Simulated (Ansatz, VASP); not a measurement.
**RhC: VASP beside Ansatz**

INCAR

```
SYSTEM = RhC
PREC = Accurate ; ENCUT = 600
EDIFF = 1E-6 ; ISMEAR = 0
SIGMA = 0.1 ; LREAL = .False.
LASPH = .True. ; NELM = 60
ALGO = Normal ; ISIF = 3
LWAVE = .False. ; LCHARG = .False.
GGA = PE ; IBRION = 2
NSW = 90 ; EDIFFG = -0.04
```

The input KPOINTS:

```
regular mesh
0
Gamma
  6 6 6
  0 0 0
```

The input POSCAR:

```
RhC
1.0
    2.4739371873     -2.8055692300      0.0000000000
    2.4739371873      2.8055692300      0.0000000000
    0.0000000000      0.0000000000      3.5146623694
Rh C
2 2
Direct
    0.5000000000      0.5000000000      0.7500000000
    0.5000000000      0.5000000000      0.2500000000
    0.2500000000      0.2500000000      0.0000000000
    0.7500000000      0.7500000000      0.0000000000
```

Input for Ansatz:

```yaml
crystal:
  lattice:
    - [2.4739371873, -2.80556923, 0.0]
    - [2.4739371873, 2.80556923, 0.0]
    - [0.0, 0.0, 3.5146623694]
  atoms:
    - { symbol: Rh, position: [0.5, 0.5, 0.75] }
    - { symbol: Rh, position: [0.5, 0.5, 0.25] }
    - { symbol: C, position: [0.25, 0.25, 0.0] }
    - { symbol: C, position: [0.75, 0.75, 0.0] }
basis:
  ecutwfc: 420
kpoints:
  mp_grid: { grid: [6, 6, 6] }
hamiltonian:
  xc: pbe
scf:
  occupations: { method: gaussian, width: 0.1 }
  lower_state_search: "off"
output:
  forces: true
  stress: true
  eigenvalues: true
relax:
  adjacent_minimum: "off"
  f_tol: 0.04
  max_steps: 70
  cell: { stress_tol: 0.4 }
```

Alike in both runs: task relaxation of cell and atoms; functional PBE; k mesh 6 × 6 × 6; occupations gaussian, width 0.1 eV; no spin polarisation.

|  | VASP | Ansatz |
| --- | --- | --- |
| version | VASP 6.6.1 | Ansatz 0.2.0 |
| potentials or method | VASP PAW PBE potentials, release 64 (Rh_pv, C), cutoff 600 eV | scalar-relativistic, plane waves, PAW |
| valence electrons in the cell | 38 | 42 |

```tsv
	VASP	Ansatz	Ansatz less VASP
gap on the k mesh at the Fermi level, each at its own relaxed structure (eV)	none	none	-
relaxed volume (Å³/atom)	12.70	12.83	+0.124
relaxed cell length with the largest relative difference (Å)	5.250	5.312	+0.0627
```

A gap of «none» marks a metal or a gap that the smearing closes. VASP's potentials hold 38 valence electrons a cell and Ansatz's 42, so a difference there can come from the potentials and not from the codes.
